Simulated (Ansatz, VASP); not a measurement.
HPt6 in VASP and in Ansatz

```
Pt H
1.0
     5.61433    0.00000    0.00000
     0.00000    5.61433    0.00000
     0.00000    0.00000   21.85138
Pt H
12 2
Cartesian
  1.4036 1.4036 4.0000
  1.4036 4.2107 4.0000
  4.2107 1.4036 4.0000
  4.2107 4.2107 4.0000
  0.0000 0.0000 5.9264
  0.0000 2.8072 5.9264
  2.8072 0.0000 5.9264
  2.8072 2.8072 5.9264
  1.4036 1.4036 7.8514
  1.4036 4.2107 7.8514
  4.2107 1.4036 7.8514
  4.2107 4.2107 7.8514
  -0.3250 0.0000 9.5814
  0.3250 0.0000 9.5814
```

Alike in both runs: task single point; functional PBE; k mesh 5 × 5 × 1; occupations gaussian, width 0.1 eV; no spin polarisation.

```csv
,VASP,Ansatz
version,VASP 6.6.1,Ansatz 0.2.0
potentials or method,"VASP PAW PBE potentials, release 64 (Pt, H), cutoff 520 eV","scalar-relativistic, plane waves, PAW"
valence electrons in the cell,122,218
```

```tsv
	VASP	Ansatz	Ansatz less VASP
gap on the k mesh at the Fermi level (eV)	none	none	-
rms of the force components (eV/Å)	1.263	1.255	-0.0079
```

Atom by atom the forces differ by 0.011 eV/Å (rms over components). A gap of «none» marks a metal or a gap that the smearing closes. The functional is the same, so the differences come from potentials, cutoffs and numerics. VASP's potentials hold 122 valence electrons a cell and Ansatz's 218, so a difference there can come from the potentials and not from the codes.

Neither program's run includes spin-orbit coupling.
